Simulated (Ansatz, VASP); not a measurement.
**Two plane-wave programs on SrTiO3**

INCAR

```
SYSTEM = SrTiO3
PREC     = Accurate       ! precision mode
ENCUT    = 520            ! plane-wave cutoff, eV
EDIFF    = 1E-6           ! SCF threshold, eV
ISMEAR   = 0              ! smearing method
SIGMA    = 0.05           ! smearing width, eV
LREAL    = .FALSE.        ! projectors in reciprocal space
LASPH    = .TRUE.         ! aspherical terms in the spheres
NELM     = 60             ! most SCF steps
ALGO     = Normal         ! electronic algorithm
ISIF     = 2              ! what is computed and relaxed
LWAVE    = .FALSE.        ! write WAVECAR
LCHARG   = .FALSE.        ! write CHGCAR
GGA      = PS             ! functional
NBANDS   = 51             ! bands
```

Contents of KPOINTS:

```
regular mesh
0
G
  8 8 8
  0 0 0
```

File POSCAR:

```
SrTiO3
1.0
   -2.7435446834      2.7984155771      3.9043133139
    2.7435446834     -2.7984155771      3.9043133139
    2.7435446834      2.7984155771     -3.9043133139
Sr Ti O
2 2 6
Direct
    0.7500000000      0.2500000000      0.5000000000
    0.2500000000      0.7500000000      0.5000000000
    0.0000000000      0.0000000000      0.0000000000
    0.5000000000      0.5000000000      0.0000000000
    0.2500000000      0.2500000000      0.0000000000
    0.7500000000      0.7500000000      0.0000000000
    0.7253545255      0.2253545255      0.9507090510
    0.2253545255      0.2746454745      0.5000000000
    0.2746454745      0.7746454745      0.0492909490
    0.7746454745      0.7253545255      0.5000000000
```

Input for Ansatz:

```yaml
crystal:
  lattice:
    - [-2.7435446834, 2.7984155771, 3.9043133139]
    - [2.7435446834, -2.7984155771, 3.9043133139]
    - [2.7435446834, 2.7984155771, -3.9043133139]
  atoms:
    - { symbol: Sr, position: [0.75, 0.25, 0.5] }
    - { symbol: Sr, position: [0.25, 0.75, 0.5] }
    - { symbol: Ti, position: [0.0, 0.0, 0.0] }
    - { symbol: Ti, position: [0.5, 0.5, 0.0] }
    - { symbol: O, position: [0.25, 0.25, 0.0] }
    - { symbol: O, position: [0.75, 0.75, 0.0] }
    - { symbol: O, position: [0.7253545255, 0.2253545255, 0.950709051] }
    - { symbol: O, position: [0.2253545255, 0.2746454745, 0.5] }
    - { symbol: O, position: [0.2746454745, 0.7746454745, 0.049290949] }
    - { symbol: O, position: [0.7746454745, 0.7253545255, 0.5] }
basis:
  ecutwfc: 420
kpoints:
  mp_grid: { grid: [8, 8, 8] }
hamiltonian:
  xc: pbesol
scf:
  occupations: { method: gaussian, width: 0.05 }
output:
  forces: true
  stress: true
  eigenvalues: true
  write_density: true
  write_potential: true
  elf: true
  volumetric_format: npy
```

Change from the starting cell: strain +0.0200 x Voigt [0, 1, 0, 0, 0, 0], atoms carried along.

Alike in both runs: task single point; functional PBEsol; k mesh 8 × 8 × 8; occupations gaussian, width 0.05 eV; no spin polarisation.

```csv
,VASP,Ansatz
version,VASP 6.6.1,Ansatz 0.2.0
potentials or method,"VASP PAW PBE potentials, release 64 (Sr_sv, Ti_sv, O), cutoff 520 eV","scalar-relativistic, plane waves, PAW"
valence electrons in the cell,80,80
```

```csv
,VASP,Ansatz,Ansatz less VASP
gap on the k mesh at the Fermi level (eV),1.87,1.90,+0.030
least direct gap on the mesh (eV),1.87,1.90,+0.030
pressure (GPa),-2.8,-3.5,-0.65
"traceless stress, the component that is largest in VASP (GPa)",-2.92,-2.89,+0.027
rms of the force components (eV/Å),0.014,0.012,-0.0023
```

VASP's potentials were made for PBE, not for PBEsol. Atom by atom the forces differ by 0.002 eV/Å (rms over components). The functional is the same, so the differences come from potentials, cutoffs and numerics.
